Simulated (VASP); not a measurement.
SiO2, 6 atoms in the cell. The structure is tetragonal, space group I-42d (No. 122). Conventional cell: a = 4.811 Å, b = 4.811 Å, c = 7.587 Å, α = 90.00°, β = 90.00°, γ = 90.00°. Within 2.2 Å of Si (site symmetry -4) lie 4 O at 1.64 Å. Within 2.2 Å of O (site symmetry 2) lie 2 Si at 1.64 Å. 

- Program: VASP 6.6.1
- Task: electric field gradients
- Functional: PBE
- Potentials or basis: VASP PAW PBE potentials, release 64 (Si, O)
- Cutoff: 520 eV
- k mesh: 7 × 7 × 7
- Occupations: fermi-dirac, width 0.03 eV
- Spin: no spin polarisation
- Dipole correction: no
- Further INCAR settings: ALGO = Normal; EDIFF = 1e-08; NBANDS = 25

Potentials or basis: VASP PAW PBE potentials, release 64 (Si, O).

Run with:

```sh
$ cat potpaw_PBE.64/Si/POTCAR potpaw_PBE.64/O/POTCAR > POTCAR
$ mpirun -np 1 vasp_std > vasp.out
```

Hardware: 1 thread of Intel(R) Xeon(R) Platinum 8259CL CPU @ 2.50GHz (Skylake/Cascade Lake) (shared host).

Question: Estimate the wall time of this run.

Answer: Run time: 76 s on 1 thread of Intel(R) Xeon(R) Platinum 8259CL CPU @ 2.50GHz (Skylake/Cascade Lake), on a shared host, peak memory 0.26 GiB. Counts: scf iterations 15, k points 40.
